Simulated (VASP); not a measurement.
# Hg (R-3m) in VASP: further runs

The runs below take Hg through single point, with LDA.

All numbers are computed with VASP 6.6.1; they aren't measurements. Logs are shortened: lines on timing, memory, paths and dates and some standing lists are left out, and cuts for length are marked.

### 1 The cell of the first run

Symmetry: R-3m, No. 166, trigonal system. Conventional cell: a = 3.493 Å, b = 3.493 Å, c = 6.444 Å, α = 90.00°, β = 90.00°, γ = 120.00°. Within 3.9 Å of Hg (site symmetry -3m) lie 12 Hg at 2.95 to 3.49 Å.

### 2 Single point, LDA

INCAR reads:

```
PREC     = Accurate       # precision mode
ENCUT    = 520            # plane-wave cutoff, eV
EDIFF    = 1E-7           # SCF threshold, eV
ISMEAR   = 1              # smearing method
SIGMA    = 0.2            # smearing width, eV
LREAL    = False          # projectors in reciprocal space
LASPH    = True           # aspherical terms in the spheres
NELM     = 80             # most SCF steps
ALGO     = Normal         # electronic algorithm
ISIF     = 2              # what is computed and relaxed
LWAVE    = False          # write WAVECAR
LCHARG   = False          # write CHGCAR
NBANDS   = 12             # bands
```

KPOINTS reads:

```
regular mesh
0
Gamma
  11 11 11
```

POSCAR reads:

```
Hg
1.0
    1.7463233735      1.0082402698      2.1478810803
   -1.7463233735      1.0082402698      2.1478810803
    0.0000000000     -2.0164805396      2.1478810803
Hg
1
Direct
    0.0000000000      1.0000000000      0.0000000000
```

Potentials or basis: VASP PAW LDA potentials, release 64 (Hg).

The run is started by

```
$ cat potpaw_LDA.64/Hg/POTCAR > POTCAR
$ mpirun -np 1 vasp_std > vasp.out
```

OUTCAR:

```text
PREC = Accurate
   ENCUT = 520
   EDIFF = 1E-7
   ISMEAR = 1
   LREAL = False
   LASPH = True
   NELM = 80
   ISIF = 2

 ion  position               nearest neighbor table
   1  0.000  0.000  0.000-

  LATTYP: Found a trigonal (rhomboedric) cell.
 ALAT       =     2.9461138643
 COS(alpha) =     0.2972833017

  Lattice vectors:

 A1 = (   1.7463233735,   1.0082402698,   2.1478810803)
 A2 = (  -1.7463233735,   1.0082402698,   2.1478810803)
 A3 = (   0.0000000000,  -2.0164805396,   2.1478810803)

Analysis of symmetry for initial positions (statically):
=====================================================================
 Subroutine PRICEL returns:
 Original cell was already a primitive cell.

 Routine SETGRP: Setting up the symmetry group for a
 trigonal (rhombohedral) supercell.

 Subroutine GETGRP returns: Found 12 space group operations
 (whereof 12 operations were pure point group operations)
 out of a pool of 12 trial point group operations.

The static configuration has the point symmetry D_3d.

Analysis of symmetry for dynamics (positions and initial velocities):
=====================================================================
 Subroutine PRICEL returns:
 Original cell was already a primitive cell.

 Routine SETGRP: Setting up the symmetry group for a
 trigonal (rhombohedral) supercell.

 Subroutine GETGRP returns: Found 12 space group operations
 (whereof 12 operations were pure point group operations)
 out of a pool of 12 trial point group operations.

The dynamic configuration has the point symmetry D_3d.

 Subroutine INISYM returns: Found 12 space group operations
 (whereof 12 operations are pure point group operations),
 and found     1 'primitive' translations

----------------------------------------------------------------------------------------

                                     Primitive cell

  volume of cell :      22.6908

  direct lattice vectors                    reciprocal lattice vectors
     1.746323374  1.008240270  2.147881080     0.286315815  0.165304513  0.155191708
    -1.746323374  1.008240270  2.147881080    -0.286315815  0.165304513  0.155191708
     0.000000000 -2.016480540  2.147881080     0.000000000 -0.330609026  0.155191708

  length of vectors
     2.946113864  2.946113864  2.946113864     0.365221569  0.365221569  0.365221569

  position of ions in fractional coordinates (direct lattice)
     0.000000000  0.000000000  0.000000000

  ion indices of the primitive-cell ions
   primitive index   ion index
                 1           1

----------------------------------------------------------------------------------------

 KPOINTS: regular mesh

Automatic generation of k-mesh.
 Grid dimensions read from file:
 generate k-points for:   11   11   11

 Generating k-lattice:

  Cartesian coordinates                     Fractional coordinates (reciprocal lattice)
     0.026028710  0.015027683  0.014108337     0.090909091  0.000000000  0.000000000
    -0.026028710  0.015027683  0.014108337     0.000000000  0.090909091  0.000000000
     0.000000000 -0.030055366  0.014108337     0.000000000  0.000000000  0.090909091

  Length of vectors
     0.033201961  0.033201961  0.033201961

  Shift w.r.t. Gamma in fractional coordinates (k-lattice)
     0.000000000  0.000000000  0.000000000

 Subroutine IBZKPT returns following result:
 ===========================================

 Found    146 irreducible k-points:

 Following reciprocal coordinates:
            Coordinates               Weight
  0.000000  0.000000  0.000000      1.000000
  0.090909  0.000000 -0.000000      6.000000
  0.181818 -0.000000 -0.000000      6.000000
  0.272727  0.000000 -0.000000      6.000000
  0.363636 -0.000000 -0.000000      6.000000
  0.454545  0.000000 -0.000000      6.000000
[... 16 lines left out ...]
 -0.272727  0.181818  0.000000     12.000000
 -0.181818  0.181818  0.000000      6.000000
 [... further k-points ...]
   k-points           NKPTS =    146   k-points in BZ     NKDIM =    146   number of bands    NBANDS=     12
   number of dos      NEDOS =    301   number of ions     NIONS =      1
   total plane-waves  NPLWV =  13824
   dimension x,y,z NGX =    24 NGY =   24 NGZ =   24
   dimension x,y,z NGXF=    48 NGYF=   48 NGZF=   48
   ions per type =               1
   NGX,Y,Z   is equivalent  to a cutoff of  13.54, 13.54, 13.54 a.u.
   NGXF,Y,Z  is equivalent  to a cutoff of  27.09, 27.09, 27.09 a.u.
 SYSTEM =  unknown system
   PREC   = accura    normal or accurate (medium, high low for compatibility)
   ISTART =      0    job   : 0-new  1-cont  2-samecut
   ICHARG =      2    charge: 1-file 2-atom 10-const
   ISPIN  =      1    spin polarized calculation?
   LNONCOLLINEAR =      F non collinear calculations
   LSORBIT =      F    spin-orbit coupling
   LASPH  =      T    aspherical Exc in radial PAW
   ENCUT  =  520.0 eV  38.22 Ry    6.18 a.u.   5.48  5.48  5.48*2*pi/ulx,y,z
   NELM   =     80;   NELMIN=  2; NELMDL= -5     # of ELM steps
   EDIFF  = 0.1E-06   stopping-criterion for ELM
   LREAL  =      F    real-space projection
   EDIFFG = 0.1E-05   stopping-criterion for IOM
   NSW    =      0    number of steps for IOM
   IBRION =     -1    ionic relax: 0-MD 1-quasi-New 2-CG
   NFREE  =      0    steps in history (QN), initial steepest desc. (CG)
   ISIF   =      2    stress and relaxation
   ISYM   =      2    0-nonsym 1-usesym 2-fastsym
   POTIM  = 0.5000    time-step for ionic-motion
   TEBEG  =    0.0;   TEEND  =   0.0 temperature during run
   PSTRESS=    0.0 pullay stress
   NELECT =      12.0000    total number of electrons
   NUPDOWN=      -1.0000    fix difference up-down
   EMIN   =  10.00;   EMAX   =-10.00  energy-range for DOS
   EFERMI =   0.00;   METHOD = LEGACY
   ISMEAR =     1;   SIGMA  =   0.20  broadening in eV -4-tet -1-fermi 0-gaus
   EFERMI_NEDOS =   21; number of points for ismear=-14 and -15
   IALGO  =     38    algorithm
   IMIX   =      4    mixing-type and parameters
     AMIX     =   0.40;   BMIX     =  1.00
     AMIX_MAG =   1.60;   BMIX_MAG =  1.00
  volume/ion in A,a.u.               =      22.69       153.13
  Fermi-wavevector in a.u.,A,eV,Ry     =   1.323890  2.501789 23.846718  1.752684
  Thomas-Fermi vector in A             =   2.453465
   LORBIT       =      0    0 simple, 1 ext, 2 COOP (PROOUT), +10 PAW based schemes
   GGA     = CA    functional components
   LHFCALC =     F    Hartree Fock is set to
   AEXX    =    0.0000 exact exchange contribution
   IVDW    =     0    specifies the selected vdW correction
   LEPSILON=     F    determine dielectric tensor
   LRPA    =     F    only Hartree local field effects (RPA)
 non-spin polarized calculation
 Methfessel and Paxton  Order N= 1 SIGMA  =   0.20
  energy-cutoff  :      520.00
  volume of cell :       22.69
 maximum number of plane-waves:       631
 NGX is ok and might be reduce to    24
   NGX = 11   NGY = 11   NGZ = 11

 number of electron      12.0000003 magnetization

 Free energy of the ion-electron system (eV)
  ---------------------------------------------------
  ext. energy  EPLUGINS =         0.00000000
  ---------------------------------------------------
  free energy    TOTEN  =        -0.96648899 eV

  energy without entropy =       -0.96675781  energy(sigma->0) =       -0.96657860

 E-fermi :   2.8192     XC(G=0): -11.3627

 val. band max:        2.7355160311   @ k =  -0.2727   0.4545   0.2727
 cond. band min:       2.9324616315   @ k =  -0.4545   0.2727   0.0000
 fundamental gap:      0.1969456004
 Fermi energy:         2.8192179293

 k-point     1 :       0.0000    0.0000    0.0000
  band No.  band energies     occupation
      1      -6.6750      2.00000
      2      -5.1361      2.00000
      3      -5.1361      2.00000
      4      -3.4537      2.00000
      5      -3.3408      2.00000
      6      -3.3408      2.00000
      7      14.9039      0.00000
      8      15.3187      0.00000
      9      15.3187      0.00000
     10      19.9562      0.00000
     11      21.2925      0.00000
     12      21.2925      0.00000

 k-point     2 :       0.0909    0.0000   -0.0000
  band No.  band energies     occupation
      1      -6.4891      2.00000
      2      -5.1231      2.00000
      3      -5.0624      2.00000
      4      -3.4588      2.00000
      5      -3.3750      2.00000
      6      -3.3506      2.00000
      7      13.4758      0.00000
      8      15.1255      0.00000
      9      15.4686      0.00000
     10      20.5320      0.00000
     11      21.1556      0.00000
     12      22.4277      0.00000

 k-point     3 :       0.1818   -0.0000   -0.0000
  band No.  band energies     occupation
      1      -6.0455      2.00000
      2      -5.0968      2.00000
      3      -4.7559      2.00000
      4      -3.4535      2.00000
      5      -3.4530      2.00000
      6      -3.3703      2.00000
      7      10.4821      0.00000
      8      15.4264      0.00000
      9      15.8032      0.00000
     10      20.8318      0.00000
     11      20.8777      0.00000
     12      23.0098      0.00000
[... 286 lines left out ...]
 k-point    23 :      -0.2727    0.1818    0.0000
  band No.  band energies     occupation
      1      -5.2991      2.00000
      2      -4.7826      2.00000
      3      -4.0955      2.00000
      4      -3.5229      2.00000
      5      -3.4664      2.00000
      6      -2.4096      2.00000
      7       6.8311      0.00000
      8      10.0806      0.00000
      9      17.5887      0.00000
     10      19.7353      0.00000
     11      20.2816      0.00000
     12      22.7854      0.00000

 k-point    24 :      -0.1818    0.1818    0.0000
  band No.  band energies     occupation
      1      -5.4028      2.00000
      2      -4.8242      2.00000
      3      -4.6232      2.00000
      4      -3.5035      2.00000
      5      -3.4954      2.00000
      6      -3.0141      2.00000
      7       9.2694      0.00000
      8      10.3996      0.00000
      9      17.4530      0.00000
     10      19.4760      0.00000
     11      21.2422      0.00000
     12      22.8175      0.00000

 [... further k-points ...]

------------------------ aborting loop because EDIFF is reached ----------------------------------------

  FORCE on cell =-STRESS in cart. coord.  units (eV):
  Direction    XX          YY          ZZ          XY          YZ          ZX
  --------------------------------------------------------------------------------------
  -------------------------------------------------------------------------------------
  Total        0.0886909      0.0886909      0.1771745      0.0000000      0.0000000      0.0000000
  in kB        6.2623795      6.2623795     12.5101224      0.0000000      0.0000000      0.0000000
  external PRESSURE =       8.3449605 kB  Pullay stress =       0.0000000 kB

 VOLUME and BASIS-vectors are now :
 -----------------------------------------------------------------------------
  energy-cutoff  :      520.00
  volume of cell :       22.69
      direct lattice vectors                 reciprocal lattice vectors
     1.746323374  1.008240270  2.147881080     0.286315815  0.165304513  0.155191708
    -1.746323374  1.008240270  2.147881080    -0.286315815  0.165304513  0.155191708
     0.000000000 -2.016480540  2.147881080     0.000000000 -0.330609026  0.155191708

 POSITION                                       TOTAL-FORCE (eV/Angst)
 -----------------------------------------------------------------------------------
      0.00000      0.00000      0.00000        -0.000000     -0.000000     -0.000000
 -----------------------------------------------------------------------------------
    total drift:                                0.000000     -0.000000     -0.000000

  FREE ENERGIE OF THE ION-ELECTRON SYSTEM (eV)
  ---------------------------------------------------
  free  energy   TOTEN  =        -0.9664889947 eV

  energy  without entropy=       -0.9667578117  energy(sigma->0) =       -0.96657860
```

Wall time 30 s (1 thread of Intel Xeon 8259CL, shared host); peak memory 0.16 GiB.

What came out:

* Free energy: -0.9665 eV
* Pressure: 0.8 GPa
* Band gap on the k mesh: zero (bands 6 and 7 overlap by 2.76 eV)

Stress tensor (GPa, compression positive):
```
0.63 0.00 0.00
0.00 0.63 0.00
0.00 0.00 1.25
```

Caveat: spin-orbit coupling is left out, which moves the levels of the heavy elements.

(Continued in part 2 of 2.)

The gap in the log of VASP goes by the Fermi energy; the results here count the filled bands.